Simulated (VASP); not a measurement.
# RbBr (Fm-3m) in VASP: relaxation of the atoms with PBE

Aim: the relaxation of the atoms of RbBr with PBE.

Program: VASP 6.6.1. These are calculated values, not measurements. Logs are shortened: lines on timing, memory, paths and dates and some standing lists are left out, and cuts for length are marked.

## (1) The cell of the first run

It takes space group Fm-3m (No. 225, cubic). The conventional cell has a = 6.854 Å, b = 6.854 Å, c = 6.854 Å, α = 90.00°, β = 90.00°, γ = 90.00°. Rb (site symmetry m-3m) has 6 Br at 3.43 Å within 4.5 Å. Within 4.5 Å of Br (site symmetry m-3m) lie 6 Rb at 3.43 Å.

## (2) Relaxation of the atoms, PBE

Contents of INCAR:

```
PREC = Accurate
ENCUT = 520
EDIFF = 1E-7
ISMEAR = -1
SIGMA = 0.02
LREAL = False
LASPH = True
NELM = 80
ALGO = Normal
ISIF = 2
LWAVE = False
LCHARG = False
GGA = PE
IBRION = 2
NSW = 80
EDIFFG = -0.02
```

Contents of KPOINTS:

```
Automatic mesh
0
Gamma
  7 7 7
```

Contents of POSCAR:

```
RbBr
1.0
    0.0000000000      3.4270000000      3.4270000000
    3.4270000000      0.0000000000      3.4270000000
    3.4270000000      3.4270000000      0.0000000000
Rb Br
1 1
Direct
    0.0000000000      0.0000000000      0.0000000000
    0.5000000000      0.5000000000      0.5000000000
```

Potentials or basis: VASP PAW PBE potentials, release 64 (Rb_sv, Br).

On the command line:

```
$ cat potpaw_PBE.64/Rb_sv/POTCAR potpaw_PBE.64/Br/POTCAR > POTCAR
$ mpirun -np 1 vasp_std > vasp.out
```

OUTCAR:

```text
PREC = Accurate
   ENCUT = 520
   EDIFF = 1E-7
   ISMEAR = -1
   LREAL = False
   LASPH = True
   NELM = 80
   ISIF = 2
   GGA = PE
   IBRION = 2
   NSW = 80
   EDIFFG = -0.02

 ion  position               nearest neighbor table
   1  0.000  0.000  0.000-   2 3.43   2 3.43   2 3.43   2 3.43   2 3.43   2 3.43
   2  0.500  0.500  0.500-   1 3.43   1 3.43   1 3.43   1 3.43   1 3.43   1 3.43

  LATTYP: Found a face centered cubic cell.
 ALAT       =     6.8540000000

  Lattice vectors:

 A1 = (   0.0000000000,   3.4270000000,   3.4270000000)
 A2 = (   3.4270000000,   0.0000000000,   3.4270000000)
 A3 = (   3.4270000000,   3.4270000000,   0.0000000000)

Analysis of symmetry for initial positions (statically):
=====================================================================
 Subroutine PRICEL returns:
 Original cell was already a primitive cell.

 Routine SETGRP: Setting up the symmetry group for a
 face centered cubic supercell.

 Subroutine GETGRP returns: Found 48 space group operations
 (whereof 48 operations were pure point group operations)
 out of a pool of 48 trial point group operations.

The static configuration has the point symmetry O_h .

Analysis of symmetry for dynamics (positions and initial velocities):
=====================================================================
 Subroutine PRICEL returns:
 Original cell was already a primitive cell.

 Routine SETGRP: Setting up the symmetry group for a
 face centered cubic supercell.

 Subroutine GETGRP returns: Found 48 space group operations
 (whereof 48 operations were pure point group operations)
 out of a pool of 48 trial point group operations.

The dynamic configuration has the point symmetry O_h .

 Subroutine INISYM returns: Found 48 space group operations
 (whereof 48 operations are pure point group operations),
 and found     1 'primitive' translations

----------------------------------------------------------------------------------------

                                     Primitive cell

  volume of cell :      80.4956

  direct lattice vectors                    reciprocal lattice vectors
     0.000000000  3.427000000  3.427000000    -0.145900204  0.145900204  0.145900204
     3.427000000  0.000000000  3.427000000     0.145900204 -0.145900204  0.145900204
     3.427000000  3.427000000  0.000000000     0.145900204  0.145900204 -0.145900204

  length of vectors
     4.846509878  4.846509878  4.846509878     0.252706567  0.252706567  0.252706567

  position of ions in fractional coordinates (direct lattice)
     0.000000000  0.000000000  0.000000000
     0.500000000  0.500000000  0.500000000

  ion indices of the primitive-cell ions
   primitive index   ion index
                 1           1
                 2           2

----------------------------------------------------------------------------------------

 KPOINTS: Automatic mesh

Automatic generation of k-mesh.
 Grid dimensions read from file:
 generate k-points for:    7    7    7

 Generating k-lattice:

  Cartesian coordinates                     Fractional coordinates (reciprocal lattice)
    -0.020842886  0.020842886  0.020842886     0.142857143  0.000000000  0.000000000
     0.020842886 -0.020842886  0.020842886     0.000000000  0.142857143  0.000000000
     0.020842886  0.020842886 -0.020842886     0.000000000  0.000000000  0.142857143

  Length of vectors
     0.036100938  0.036100938  0.036100938

  Shift w.r.t. Gamma in fractional coordinates (k-lattice)
     0.000000000  0.000000000  0.000000000

 Subroutine IBZKPT returns following result:
 ===========================================

 Found     20 irreducible k-points:

 Following reciprocal coordinates:
            Coordinates               Weight
  0.000000  0.000000  0.000000      1.000000
  0.142857  0.000000  0.000000      8.000000
  0.285714  0.000000  0.000000      8.000000
  0.428571  0.000000  0.000000      8.000000
  0.142857  0.142857  0.000000      6.000000
  0.285714  0.142857  0.000000     24.000000
[... 12 lines left out ...]
 -0.428571  0.428571  0.142857     24.000000
 -0.285714  0.428571  0.142857     24.000000
   k-points           NKPTS =     20   k-points in BZ     NKDIM =     20   number of bands    NBANDS=     12
   number of dos      NEDOS =    301   number of ions     NIONS =      2
   total plane-waves  NPLWV =  46656
   dimension x,y,z NGX =    36 NGY =   36 NGZ =   36
   dimension x,y,z NGXF=    72 NGYF=   72 NGZF=   72
   ions per type =               1   1
   NGX,Y,Z   is equivalent  to a cutoff of  12.35, 12.35, 12.35 a.u.
   NGXF,Y,Z  is equivalent  to a cutoff of  24.70, 24.70, 24.70 a.u.
 SYSTEM =  unknown system
   PREC   = accura    normal or accurate (medium, high low for compatibility)
   ISTART =      0    job   : 0-new  1-cont  2-samecut
   ICHARG =      2    charge: 1-file 2-atom 10-const
   ISPIN  =      1    spin polarized calculation?
   LNONCOLLINEAR =      F non collinear calculations
   LSORBIT =      F    spin-orbit coupling
   LASPH  =      T    aspherical Exc in radial PAW
   ENCUT  =  520.0 eV  38.22 Ry    6.18 a.u.   9.01  9.01  9.01*2*pi/ulx,y,z
   NELM   =     80;   NELMIN=  2; NELMDL= -5     # of ELM steps
   EDIFF  = 0.1E-06   stopping-criterion for ELM
   LREAL  =      F    real-space projection
   EDIFFG = -.2E-01   stopping-criterion for IOM
   NSW    =     80    number of steps for IOM
   IBRION =      2    ionic relax: 0-MD 1-quasi-New 2-CG
   NFREE  =      1    steps in history (QN), initial steepest desc. (CG)
   ISIF   =      2    stress and relaxation
   ISYM   =      2    0-nonsym 1-usesym 2-fastsym
   POTIM  = 0.5000    time-step for ionic-motion
   TEBEG  =    0.0;   TEEND  =   0.0 temperature during run
   PSTRESS=    0.0 pullay stress
   NELECT =      16.0000    total number of electrons
   NUPDOWN=      -1.0000    fix difference up-down
   EMIN   =  10.00;   EMAX   =-10.00  energy-range for DOS
   EFERMI =   0.00;   METHOD = LEGACY
   ISMEAR =    -1;   SIGMA  =   0.02  broadening in eV -4-tet -1-fermi 0-gaus
   EFERMI_NEDOS =   21; number of points for ismear=-14 and -15
   IALGO  =     38    algorithm
   IMIX   =      4    mixing-type and parameters
     AMIX     =   0.40;   BMIX     =  1.00
     AMIX_MAG =   1.60;   BMIX_MAG =  1.00
  volume/ion in A,a.u.               =      40.25       271.61
  Fermi-wavevector in a.u.,A,eV,Ry     =   0.955412  1.805467 12.419564  0.912812
  Thomas-Fermi vector in A             =   2.084247
   LORBIT       =      0    0 simple, 1 ext, 2 COOP (PROOUT), +10 PAW based schemes
   GGA     = PE    functional components
   LHFCALC =     F    Hartree Fock is set to
   AEXX    =    0.0000 exact exchange contribution
   IVDW    =     0    specifies the selected vdW correction
   LEPSILON=     F    determine dielectric tensor
   LRPA    =     F    only Hartree local field effects (RPA)
 conjugate gradient relaxation of ions
 non-spin polarized calculation
  energy-cutoff  :      520.00
  volume of cell :       80.50
 maximum number of plane-waves:      2186
   NGX = 17   NGY = 17   NGZ = 17

 number of electron      15.9999999 magnetization

 Free energy of the ion-electron system (eV)
  ---------------------------------------------------
  ext. energy  EPLUGINS =         0.00000000
  ---------------------------------------------------
  free energy    TOTEN  =        -6.09734807 eV

  energy without entropy =       -6.09734807  energy(sigma->0) =       -6.09734807

 E-fermi :  -1.2902     XC(G=0):  -7.2336

 val. band max:       -1.7523063677   @ k =   0.0000   0.0000   0.0000
 cond. band min:       2.6102014230   @ k =   0.0000   0.0000   0.0000
 fundamental gap:      4.3625077906
 Fermi energy:        -1.2901848490

 k-point     1 :       0.0000    0.0000    0.0000
  band No.  band energies     occupation
      1     -26.1663      2.00000
      2     -13.9334      2.00000
      3     -10.2432      2.00000
      4     -10.2432      2.00000
      5     -10.2432      2.00000
      6      -1.7523      2.00000
      7      -1.7523      2.00000
      8      -1.7523      2.00000
      9       2.6102      0.00000
     10       5.5272      0.00000
     11       5.5272      0.00000
     12       5.5272      0.00000

 k-point     2 :       0.1429    0.0000    0.0000
  band No.  band energies     occupation
      1     -26.1646      2.00000
      2     -13.9415      2.00000
      3     -10.2447      2.00000
      4     -10.2447      2.00000
      5     -10.2341      2.00000
      6      -1.9867      2.00000
      7      -1.8242      2.00000
      8      -1.8242      2.00000
      9       3.0942      0.00000
     10       5.4147      0.00000
     11       5.7698      0.00000
     12       5.7698      0.00000

 k-point     3 :       0.2857    0.0000    0.0000
  band No.  band energies     occupation
      1     -26.1606      2.00000
      2     -13.9595      2.00000
      3     -10.2479      2.00000
      4     -10.2479      2.00000
      5     -10.2139      2.00000
      6      -2.4169      2.00000
      7      -1.9770      2.00000
      8      -1.9770      2.00000
      9       4.1568      0.00000
     10       5.4433      0.00000
     11       6.4597      0.00000
     12       6.4597      0.00000
[... 226 lines left out ...]
 k-point    19 :      -0.4286    0.4286    0.1429
  band No.  band energies     occupation
      1     -26.1546      2.00000
      2     -13.9044      2.00000
      3     -10.3806      2.00000
      4     -10.3321      2.00000
      5     -10.2577      2.00000
      6      -2.2672      2.00000
      7      -2.0819      2.00000
      8      -1.9862      2.00000
      9       4.4285      0.00000
     10       5.6754      0.00000
     11       6.7320      0.00000
     12       7.5351      0.00000

 k-point    20 :      -0.2857    0.4286    0.1429
  band No.  band energies     occupation
      1     -26.1543      2.00000
      2     -13.9125      2.00000
      3     -10.3779      2.00000
      4     -10.3381      2.00000
      5     -10.2304      2.00000
      6      -2.2910      2.00000
      7      -2.1247      2.00000
      8      -2.0662      2.00000
      9       5.0334      0.00000
     10       5.7258      0.00000
     11       6.5793      0.00000
     12       6.9274      0.00000

------------------------ aborting loop because EDIFF is reached ----------------------------------------

  FORCE on cell =-STRESS in cart. coord.  units (eV):
  Direction    XX          YY          ZZ          XY          YZ          ZX
  --------------------------------------------------------------------------------------
  -------------------------------------------------------------------------------------
  Total        0.5169831      0.5169831      0.5169831      0.0000000      0.0000000     -0.0000000
  in kB       10.2899816     10.2899816     10.2899816      0.0000000      0.0000000     -0.0000000
  external PRESSURE =      10.2899816 kB  Pullay stress =       0.0000000 kB

 VOLUME and BASIS-vectors are now :
 -----------------------------------------------------------------------------
  energy-cutoff  :      520.00
  volume of cell :       80.50
      direct lattice vectors                 reciprocal lattice vectors
     0.000000000  3.427000000  3.427000000    -0.145900204  0.145900204  0.145900204
     3.427000000  0.000000000  3.427000000     0.145900204 -0.145900204  0.145900204
     3.427000000  3.427000000  0.000000000     0.145900204  0.145900204 -0.145900204

 POSITION                                       TOTAL-FORCE (eV/Angst)
 -----------------------------------------------------------------------------------
      0.00000      0.00000      0.00000         0.000000      0.000000      0.000000
      3.42700      3.42700      3.42700        -0.000000     -0.000000     -0.000000
 -----------------------------------------------------------------------------------
    total drift:                                0.000000      0.000000      0.000000

  FREE ENERGIE OF THE ION-ELECTRON SYSTEM (eV)
  ---------------------------------------------------
  free  energy   TOTEN  =        -6.0973480650 eV

  energy  without entropy=       -6.0973480650  energy(sigma->0) =       -6.09734807

 reached required accuracy - stopping structural energy minimisation
```

Wall time 13 s (1 thread of AMD EPYC 9R45 (Zen 5), shared host); peak memory 0.18 GiB.

Results:

| Item | Value |
| --- | --- |
| Free energy | -6.0973 eV |
| Pressure after relaxing | 1.0 GPa |
| Band gap on the k mesh | 4.36 eV, direct |

Final structure:
```cif
data_structure
_symmetry_space_group_name_H-M 'P 1'
_symmetry_Int_Tables_number 1
_cell_length_a 4.8465
_cell_length_b 4.8465
_cell_length_c 4.8465
_cell_angle_alpha 60.000
_cell_angle_beta 60.000
_cell_angle_gamma 60.000
_cell_volume 80.50
loop_
_atom_site_label
_atom_site_type_symbol
_atom_site_fract_x
_atom_site_fract_y
_atom_site_fract_z
_atom_site_occupancy
Rb1 Rb 0.00000 0.00000 0.00000 1
Br1 Br 0.50000 0.50000 0.50000 1
```

Levels at points of the mesh, in eV from the valence-band top:
| k point | band 6 | band 7 | band 8 | band 9 | band 10 | band 11 |
| --- | --- | --- | --- | --- | --- | --- |
| (0.00, 0.00, 0.00) | 0.00 | 0.00 | 0.00 | 4.36 | 7.28 | 7.28 |

Caveat: the relaxation stopped at its first step, so nothing moved.
